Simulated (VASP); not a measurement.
Set up this calculation in VASP 6.6.1, as the native input.

```
Task                   : electric field gradients
Functional             : PBE
Potentials or basis    : VASP PAW PBE potentials, release 64 (B, N, Sn_d)
Cutoff                 : 520 eV
k mesh                 : 2 × 2 × 2, shifted
Occupations            : fermi-dirac, width 0.01 eV
Spin                   : collinear spin
Fixed moment           : 1 μB
Dipole correction      : no
Further INCAR settings : ALGO = Normal; EDIFF = 1e-08; NBANDS = 106
```

The structure of SnB17N18 (a cell with a defect) lies in POSCAR:

```
SnB17N18
1.0
    7.4650312844      0.0000000000      0.0000000000
   -3.7325156422      6.4649067324      0.0000000000
    0.0000000000      0.0000000000      6.4954828762
B N Sn
17 18 1
Direct
    0.0871585075      0.2110675221      0.2525259728
    0.2418353406      0.1190855321      0.7346807500
    0.0868497356      0.5439908721      0.2474402179
    0.2414013873      0.4584360717      0.7363831786
    0.0869304607      0.8779429950      0.2449598410
    0.2408990235      0.7887179427      0.7900351313
    0.4192079694      0.2093566340      0.2245085442
    0.5718637393      0.1172910691      0.7675346964
    0.4193236348      0.5447312626      0.2276485191
    0.4205717494      0.8776390698      0.2408619297
    0.5718376576      0.7908724847      0.7703567709
    0.7548321115      0.2115601631      0.2410985087
    0.9104965124      0.1233268871      0.7669362472
    0.7610657628      0.5482921464      0.1458108922
    0.9138374340      0.4562860812      0.8256872021
    0.7550035506      0.8784775838      0.2413223047
    0.9141589669      0.7942139426      0.8264069012
    0.1315711030      0.2334847662      0.7354125601
    0.1982023467      0.1007233113      0.2450974950
    0.1305305860      0.5655259007      0.7834250766
    0.1984338209      0.4338260739      0.2503366598
    0.1310738654      0.9014256196      0.7871029683
    0.1981983924      0.7671297232      0.2481935111
    0.4570544087      0.2079897690      0.6971882336
    0.5314941449      0.1003528377      0.2319420138
    0.4581764811      0.5826717124      0.7060651651
    0.5308247657      0.4333295258      0.2095590870
    0.4623071245      0.8988944482      0.7979022578
    0.5315956334      0.7669632169      0.2351941496
    0.7978970115      0.2347299982      0.7864108294
    0.8646080796      0.1005445089      0.2605938926
    0.8155775693      0.5758855996      0.8976242363
    0.8649607362      0.4330857845      0.2313621753
    0.7979809580      0.8987071338      0.7862436131
    0.8651021563      0.7681542487      0.2315938054
    0.6481660374      0.4929659635      0.5780390017
```

These files were run (other wordings do the same):

INCAR

```
PREC = Accurate ; ENCUT = 520
EDIFF = 1E-8 ; ISMEAR = -1
SIGMA = 0.01 ; LREAL = False
LASPH = True ; NELM = 200
ALGO = Normal ; ISIF = 2
LWAVE = False ; LCHARG = False
ISPIN = 2 ; MAGMOM = 0 0 0 0 0 0 0 0 0 0 0 0 0 0 0 0 0 0 0 0 0 0 0 0.03 0 0.03 0.04 0.01 0 0.01 0 0.1 0.05 0.01 0.05 0.1
LORBIT = 11 ; NUPDOWN = 1.0
GGA = PE ; LEFG = True
NBANDS = 106 ; GGA_COMPAT = False
KPAR = 2 ; NCORE = 2
```

KPOINTS

```
Automatic mesh
0
Gamma
  2 2 2
  0.5 0.5 0.5
```

Potentials or basis: VASP PAW PBE potentials, release 64 (B, N, Sn_d).

Command:

```sh
$ cat potpaw_PBE.64/B/POTCAR potpaw_PBE.64/N/POTCAR potpaw_PBE.64/Sn_d/POTCAR > POTCAR
$ mpirun -np 4 vasp_std > vasp.out
```

Results of the run:

The pressure is 10.1 GPa. The largest force is 0.271 eV/Å, the net moment is 1.00 μB per cell and the site moments are B +0.00, -0.00, +0.01 (each value once); N +0.00, +0.01, +0.04, +0.05, +0.11, +0.06 (each value once); Sn +0.33 μB. The largest electric field gradient by atom is B +35.4, +34.6, +35.5, +35.6, +35.9, +35.2, +36.1, +35.7, +35.0, +34.7, +8.6, +36.9, +36.8 (each value once); N -1.2, +6.0, +5.0, +5.5, +4.6, +3.9, -30.5, +5.4, -32.6, +18.8, +11.4, +4.9, -11.9, +2.6, -50.9, +12.7, -10.8, +13.1; Sn +253.6 V/Å². The valence electrons inside the program's atomic spheres are B 2.20, 2.18, 2.19, 2.22, 2.21, 2.15, 2.00 (each value once); N 4.01, 4.04, 3.98, 4.07, 4.00, 3.92 (each value once); Sn 12.39.

Caveat: the k points lie up to 0.49 Å⁻¹ apart; without QUAD_EFG the Cq values of the log hold for a quadrupole moment of 1 mb, not for the nuclei; the total moment is fixed, so each spin has its own Fermi level.

Run time: 4.1 min on 4 MPI ranks on AMD EPYC 7R13 Processor (Zen 3) (shared host), peak memory 0.48 GiB a rank.
